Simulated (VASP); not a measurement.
The system is Na2H3.

```
Na H
1.0
     2.68045    1.54756    4.87883
    -2.68045    1.54756    4.87883
     0.00000   -3.09512    4.87883
Na H
4 6
Direct
  0.85218 0.85218 0.85218
  0.64782 0.64782 0.64782
  0.14782 0.14782 0.14782
  0.35218 0.35218 0.35218
  0.05625 0.44375 0.75000
  0.75000 0.05625 0.44375
  0.44375 0.75000 0.05625
  0.94375 0.55625 0.25000
  0.25000 0.94375 0.55625
  0.55625 0.25000 0.94375
```

```yaml
Program: VASP 6.6.1
Task: relaxation of cell and atoms
Functional: PBE
Potentials_or_basis: VASP PAW PBE potentials, release 64 (Na_pv, H)
Cutoff: 600 eV
k_mesh: 6 × 6 × 6
Occupations: gaussian, width 0.1 eV
Spin: no spin polarisation
```

At the start: pressure 6.1 GPa; volume 12.14 Å³/atom.

Question: Where does the relaxation end?

Answer: Over 12 steps the energy falls by 66.2 meV/atom and the volume is 14.49 Å³/atom (+19.3 %); space group R-3c (No. 167, to 0.1 Å) before and after.

Step by step:
| step | energy change (eV) | largest force (eV/Å) | pressure (GPa) | volume (Å³) |
| --- | --- | --- | --- | --- |
| 1 | 0.0000 | 0.1956 | 6.06 | 121.43 |
| 2 | -0.2704 | 0.1838 | 3.81 | 129.68 |
| 3 | -0.5275 | 0.1527 | 0.26 | 149.00 |
| 4 | -0.5331 | 0.1476 | -0.15 | 152.14 |
| 5 | -0.5333 | 0.1465 | -0.24 | 152.80 |
| 6 | -0.5467 | 0.1324 | -0.23 | 152.57 |
| 7 | -0.5814 | 0.1011 | -0.20 | 151.87 |
| 8 | -0.6213 | 0.1494 | -0.13 | 150.42 |
| 9 | -0.6246 | 0.1708 | -0.13 | 149.79 |
| 10 | -0.6454 | 0.0977 | -0.12 | 148.31 |
| 11 | -0.6564 | 0.0428 | -0.14 | 146.30 |
| 12 | -0.6616 | 0.0353 | 0.00 | 144.92 |

Final structure:
```
Na H
1.0
     2.94278    1.69902    4.83080
    -2.94278    1.69902    4.83080
     0.00000   -3.39803    4.83080
Na H
4 6
Direct
  0.86616 0.86616 0.86616
  0.63384 0.63384 0.63384
  0.13384 0.13384 0.13384
  0.36616 0.36616 0.36616
  0.02361 0.47639 0.75000
  0.75000 0.02361 0.47639
  0.47639 0.75000 0.02361
  0.97639 0.52361 0.25000
  0.25000 0.97639 0.52361
  0.52361 0.25000 0.97639
```

Caveat: the volume moved by over 15 % at a fixed basis, so the end points are rough.
